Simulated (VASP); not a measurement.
A run of VASP 6.6.1:

The input INCAR:

```
SYSTEM = Si4F
  ALGO = Normal
  DIPOL = 0.5 0.5 0.491
  EDIFF = 1E-6
  ENCUT = 520
  GGA = PE
  GGA_COMPAT = .False.
  IDIPOL = 3
  ISIF = 2
  ISMEAR = 0
  IVDW = 12
  LASPH = .True.
  LCHARG = .True.
  LDIPOL = .True.
  LELF = .True.
  LREAL = Auto
  LVACPOTAV = .True.
  LVHAR = .True.
  LWAVE = .False.
  NBANDS = 118
  NELM = 120
  NELMDL = -8
  PREC = Accurate
  SIGMA = 0.05
```

KPOINTS

```
k-points
0
Gamma
  2 2 1
  0 0 0
```

POSCAR

```
Si4F
1.0
    7.6671877233      0.0000000000      0.0000000000
    0.0000000000     10.8430408636      0.0000000000
    0.0000000000      0.0000000000     23.0767894882
Si F
32 8
Direct
    0.2500000000      0.5000000000      0.4041462830
    0.2500000000      0.0000000000      0.4041462830
    0.7500000000      0.5000000000      0.4041462830
    0.7500000000      0.0000000000      0.4041462830
    0.5000000000      0.6250000000      0.4041462830
    0.5000000000      0.1250000000      0.4041462830
    0.0000000000      0.6250000000      0.4041462830
    0.0000000000      0.1250000000      0.4041462830
    0.5000000000      0.7500000000      0.4872079642
    0.5000000000      0.2500000000      0.4872079642
    0.0000000000      0.7500000000      0.4872079642
    0.0000000000      0.2500000000      0.4872079642
    0.7500000000      0.8750000000      0.4872079642
    0.7500000000      0.3750000000      0.4872079642
    0.2500000000      0.8750000000      0.4872079642
    0.2500000000      0.3750000000      0.4872079642
    0.7500000000      0.0025069045      0.5696778373
    0.7500000000      0.5025069045      0.5696778373
    0.2500000000      0.0025069045      0.5696778373
    0.2500000000      0.5025069045      0.5696778373
    0.0000000000      0.1224930955      0.5696778373
    0.0000000000      0.6224930955      0.5696778373
    0.5000000000      0.1224930955      0.5696778373
    0.5000000000      0.6224930955      0.5696778373
    0.0000000000      0.2574562309      0.6461769708
    0.0000000000      0.7574562309      0.6461769708
    0.5000000000      0.2574562309      0.6461769708
    0.5000000000      0.7574562309      0.6461769708
    0.2500000000      0.3675437691      0.6461769708
    0.2500000000      0.8675437691      0.6461769708
    0.7500000000      0.3675437691      0.6461769708
    0.7500000000      0.8675437691      0.6461769708
    0.2500000000      0.4147672307      0.3465323773
    0.2500000000      0.9147672307      0.3465323773
    0.7500000000      0.4147672307      0.3465323773
    0.7500000000      0.9147672307      0.3465323773
    0.5000000000      0.7102327693      0.3465323773
    0.5000000000      0.2102327693      0.3465323773
    0.0000000000      0.7102327693      0.3465323773
    0.0000000000      0.2102327693      0.3465323773
```

Potentials or basis: VASP PAW PBE potentials, release 64 (Si, F).

Run with:

```console
$ cat potpaw_PBE.64/Si/POTCAR potpaw_PBE.64/F/POTCAR > POTCAR
$ mpirun -np 1 vasp_std > vasp.out
```

Hardware: 1 thread of Intel(R) Xeon(R) Platinum 8488C (Sapphire Rapids), on a shared host.

Estimate the wall time of this run.

Run time: 34 min on 1 thread of Intel(R) Xeon(R) Platinum 8488C (Sapphire Rapids) (shared host), peak memory 1.9 GiB. Counts: scf iterations 30, k points 4.
